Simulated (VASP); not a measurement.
# Al2GaAs3 (P3m1) in VASP: single point with LDA

Aim: the single point of Al2GaAs3 with LDA.

Program: VASP 6.6.1. These are calculated values, not measurements. Logs are shortened: lines on timing, memory, paths and dates and some standing lists are left out, and cuts for length are marked.

## 1. The cell of the first run

The structure is trigonal, space group P3m1 (No. 156). Conventional cell: a = 4.054 Å, b = 4.054 Å, c = 9.935 Å, α = 90.00°, β = 90.00°, γ = 120.00°. Within 3.3 Å of Al (site symmetry 3m) lie 4 As at 2.48 Å. Within 3.3 Å of Al (site symmetry 3m) lie 4 As at 2.48 Å. Within 3.3 Å of Ga (site symmetry 3m) lie 4 As at 2.49 Å. Within 3.3 Å of As (site symmetry 3m) lie 1 Al at 2.48 Å and 3 Ga at 2.49 Å. As (site symmetry 3m) has 3 Al at 2.48 Å and 1 Ga at 2.49 Å within 3.3 Å. As (site symmetry 3m) has 4 Al at 2.48 Å within 3.3 Å.

## 2. Single point, LDA

File POSCAR:

```
Al2GaAs3
1.0
    4.0539518820     -0.0000000289      0.0000000000
   -2.0269759160      3.5108253300      0.0000000000
    0.0000000000      0.0000000000      9.9348302000
Al Ga As
2 1 3
Direct
    0.0000000000      0.0000000000      0.0003610000
    0.6666666667      0.3333333333      0.3333870000
    0.3333333333      0.6666666667      0.6662490000
    0.0000000000      0.0000000000      0.7508200000
    0.3333333333      0.6666666667      0.4158240000
    0.6666666667      0.3333333333      0.0833590000
```

File INCAR.step1:

```
SYSTEM = Al2GaAs3
PREC     = Accurate       ! precision mode
ENCUT    = 520            ! plane-wave cutoff, eV
EDIFF    = 1E-6           ! SCF threshold, eV
ISMEAR   = 0              ! smearing method
SIGMA    = 0.02           ! smearing width, eV
LREAL    = .FALSE.        ! projectors in reciprocal space
LASPH    = .TRUE.         ! aspherical terms in the spheres
NELM     = 80             ! most SCF steps
ALGO     = Normal         ! electronic algorithm
ISIF     = 2              ! what is computed and relaxed
LWAVE    = .FALSE.        ! write WAVECAR
LCHARG   = .TRUE.         ! write CHGCAR
NBANDS   = 26             ! bands
```

File KPOINTS.step1:

```
Automatic mesh
0
G
  12 12 4
  0 0 0
```

File INCAR.step2:

```
SYSTEM = Al2GaAs3
PREC     = Accurate       ! precision mode
ENCUT    = 520            ! plane-wave cutoff, eV
EDIFF    = 1E-6           ! SCF threshold, eV
ISMEAR   = -5             ! smearing method
SIGMA    = 0.02           ! smearing width, eV
LREAL    = .FALSE.        ! projectors in reciprocal space
LASPH    = .TRUE.         ! aspherical terms in the spheres
NELM     = 80             ! most SCF steps
ALGO     = Normal         ! electronic algorithm
ISIF     = 2              ! what is computed and relaxed
LWAVE    = .FALSE.        ! write WAVECAR
LCHARG   = .FALSE.        ! write CHGCAR
LORBIT   = 11             ! projections on sites
NBANDS   = 26             ! bands
NEDOS    = 2001           ! points of the DOS
ICHARG   = 11             ! starting density
```

File KPOINTS.step2:

```
Automatic mesh
0
G
  18 18 6
  0 0 0
```

Potentials or basis: VASP PAW LDA potentials, release 64 (Al, Ga_d, As).

Started as:

```console
$ cat potpaw_LDA.64/Al/POTCAR potpaw_LDA.64/Ga_d/POTCAR potpaw_LDA.64/As/POTCAR > POTCAR
$ cp INCAR.step1 INCAR
$ cp KPOINTS.step1 KPOINTS
$ mpirun -np 1 vasp_std > vasp.out
$ cp INCAR.step2 INCAR
$ cp KPOINTS.step2 KPOINTS
$ mpirun -np 1 vasp_std > vasp.out
```

OUTCAR:

```text
SYSTEM = Al2GaAs3
   PREC = Accurate
   ENCUT = 520
   EDIFF = 1E-6
   ISMEAR = -5
   LREAL = .FALSE.
   LASPH = .TRUE.
   NELM = 80
   ISIF = 2
   LORBIT = 11
   ICHARG = 11

 ion  position               nearest neighbor table
   1  0.000  0.000  0.000-   4 2.48   6 2.48   6 2.48   6 2.48
   2  0.667  0.333  0.333-   5 2.48   5 2.48   5 2.48   6 2.48
   3  0.333  0.667  0.666-   4 2.49   4 2.49   4 2.49   5 2.49
   4  0.000  0.000  0.751-   1 2.48   3 2.49   3 2.49   3 2.49
   5  0.333  0.667  0.416-   2 2.48   2 2.48   2 2.48   3 2.49
   6  0.667  0.333  0.083-   1 2.48   1 2.48   1 2.48   2 2.48

  LATTYP: Found a hexagonal cell.
 ALAT       =     4.0539518820
 C/A-ratio  =     2.4506532118

  Lattice vectors:

 A1 = (   4.0539518820,  -0.0000000289,   0.0000000000)
 A2 = (  -2.0269759160,   3.5108253300,   0.0000000000)
 A3 = (   0.0000000000,   0.0000000000,   9.9348302000)

Analysis of symmetry for initial positions (statically):
=====================================================================
 Subroutine PRICEL returns:
 Original cell was already a primitive cell.

 Routine SETGRP: Setting up the symmetry group for a
 hexagonal supercell.

 Subroutine GETGRP returns: Found  6 space group operations
 (whereof  6 operations were pure point group operations)
 out of a pool of 24 trial point group operations.

The static configuration has the point symmetry C_3v.

Analysis of symmetry for dynamics (positions and initial velocities):
=====================================================================
 Subroutine PRICEL returns:
 Original cell was already a primitive cell.

 Routine SETGRP: Setting up the symmetry group for a
 hexagonal supercell.

 Subroutine GETGRP returns: Found  6 space group operations
 (whereof  6 operations were pure point group operations)
 out of a pool of 24 trial point group operations.

The dynamic configuration has the point symmetry C_3v.

 Subroutine INISYM returns: Found  6 space group operations
 (whereof  6 operations are pure point group operations),
 and found     1 'primitive' translations

----------------------------------------------------------------------------------------

                                     Primitive cell

  volume of cell :     141.3996

  direct lattice vectors                    reciprocal lattice vectors
[... 108 lines left out ...]
   NELECT =      34.0000    total number of electrons
   NUPDOWN=      -1.0000    fix difference up-down
   EMIN   =  10.00;   EMAX   =-10.00  energy-range for DOS
   EFERMI =   0.00;   METHOD = LEGACY
   ISMEAR =    -5;   SIGMA  =   0.02  broadening in eV -4-tet -1-fermi 0-gaus
   EFERMI_NEDOS =   21; number of points for ismear=-14 and -15
   IALGO  =     38    algorithm
   IMIX   =      4    mixing-type and parameters
     AMIX     =   0.40;   BMIX     =  1.00
     AMIX_MAG =   1.60;   BMIX_MAG =  1.00
  volume/ion in A,a.u.               =      23.57       159.04
  Fermi-wavevector in a.u.,A,eV,Ry     =   1.018009  1.923759 14.100300  1.036343
  Thomas-Fermi vector in A             =   2.151443
   LORBIT       =     11    0 simple, 1 ext, 2 COOP (PROOUT), +10 PAW based schemes
   GGA     = CA    functional components
   LHFCALC =     F    Hartree Fock is set to
   AEXX    =    0.0000 exact exchange contribution
   IVDW    =     0    specifies the selected vdW correction
   LEPSILON=     F    determine dielectric tensor
   LRPA    =     F    only Hartree local field effects (RPA)
 non-spin polarized calculation
 Fermi weights with tetrahedron method with Bloechl corrections
  energy-cutoff  :      520.00
  volume of cell :      141.40
 maximum number of plane-waves:      3840

 number of electron      33.9999989 magnetization

 Free energy of the ion-electron system (eV)
  ---------------------------------------------------
  ext. energy  EPLUGINS =         0.00000000
  ---------------------------------------------------
  free energy    TOTEN  =       -30.56874895 eV

  energy without entropy =      -30.56874895  energy(sigma->0) =      -30.56874895

 E-fermi :   3.4687     XC(G=0):  -9.3320

 val. band max:        3.4638845692   @ k =   0.0000   0.0000   0.0000
 cond. band min:       4.2483015669   @ k =   0.0000   0.0000   0.0000
 fundamental gap:      0.7844169977
 Fermi energy:         3.4687363604

 k-point     1 :       0.0000    0.0000    0.0000
  band No.  band energies     occupation
      1     -11.1797      2.00000
      2     -11.1401      2.00000
      3     -11.1401      2.00000
      4     -11.0807      2.00000
      5     -11.0807      2.00000
      6      -8.5265      2.00000
[... 685 lines left out ...]
     25       9.7040      0.00000
     26      10.0047      0.00000

 [... further k-points ...]

------------------------ aborting loop because EDIFF is reached ----------------------------------------

  FORCE on cell =-STRESS in cart. coord.  units (eV):
  Direction    XX          YY          ZZ          XY          YZ          ZX
  --------------------------------------------------------------------------------------
  -------------------------------------------------------------------------------------
  Total       -3.2174190     -3.2174190     -3.2588738      0.0000000      0.0000000     -0.0000000
  in kB      -36.4560777    -36.4560777    -36.9257958      0.0000000      0.0000000     -0.0000000
  external PRESSURE =     -36.6126504 kB  Pullay stress =       0.0000000 kB

 VOLUME and BASIS-vectors are now :
 -----------------------------------------------------------------------------
  energy-cutoff  :      520.00
  volume of cell :      141.40
      direct lattice vectors                 reciprocal lattice vectors
     4.053951882 -0.000000029  0.000000000     0.246672884  0.142416654  0.000000000
    -2.026975916  3.510825330  0.000000000     0.000000002  0.284833311  0.000000000
     0.000000000  0.000000000  9.934830200     0.000000000  0.000000000  0.100655973

 POSITION                                       TOTAL-FORCE (eV/Angst)
 -----------------------------------------------------------------------------------
      0.00000      0.00000      0.00359        -0.000000     -0.000000      0.007777
      2.02698      1.17028      3.31214        -0.000000     -0.000000      0.025264
      0.00000      2.34055      6.61907         0.000000      0.000000     -0.003051
      0.00000      0.00000      7.45927        -0.000000     -0.000000     -0.106214
      0.00000      2.34055      4.13114        -0.000000     -0.000000      0.086181
      2.02698      1.17028      0.82816        -0.000000     -0.000000     -0.009957
 -----------------------------------------------------------------------------------
    total drift:                                0.006705     -0.003871     -0.000013

  FREE ENERGIE OF THE ION-ELECTRON SYSTEM (eV)
  ---------------------------------------------------
  free  energy   TOTEN  =       -30.5687489485 eV

  energy  without entropy=      -30.5687489485  energy(sigma->0) =      -30.56874895

 total charge

# of ion       s       p       d       tot
------------------------------------------
    1        0.412   0.361   0.000   0.773
    2        0.412   0.361   0.000   0.773
    3        0.892   0.757   9.986  11.635
    4        1.218   1.585   0.027   2.829
    5        1.208   1.635   0.024   2.867
    6        1.205   1.656   0.023   2.885
--------------------------------------------------
tot          5.348   6.355  10.059  21.762
```

OUTCAR.step1:

```text
SYSTEM = Al2GaAs3
   PREC = Accurate
   ENCUT = 520
   EDIFF = 1E-6
   ISMEAR = 0
   LREAL = .FALSE.
   LASPH = .TRUE.
   NELM = 80
[... 931 lines left out ...]
      0.00000      0.00000      7.45927        -0.000000      0.000000     -0.105075
      0.00000      2.34055      4.13114        -0.000000     -0.000000      0.085507
      2.02698      1.17028      0.82816         0.000000     -0.000000     -0.009955
 -----------------------------------------------------------------------------------
    total drift:                               -0.000000      0.000001     -0.000078

  FREE ENERGIE OF THE ION-ELECTRON SYSTEM (eV)
  ---------------------------------------------------
  free  energy   TOTEN  =       -30.5664784244 eV

  energy  without entropy=      -30.5664784244  energy(sigma->0) =      -30.56647842
```

Wall time 5.3 min (1 thread of AMD EPYC 9R45 (Zen 5), shared host); peak memory 0.7 GiB.

What came out:

```
Valence electrons inside the program's atomic spheres : Al 0.77; Ga 11.63; As 2.83, 2.87, 2.88
```
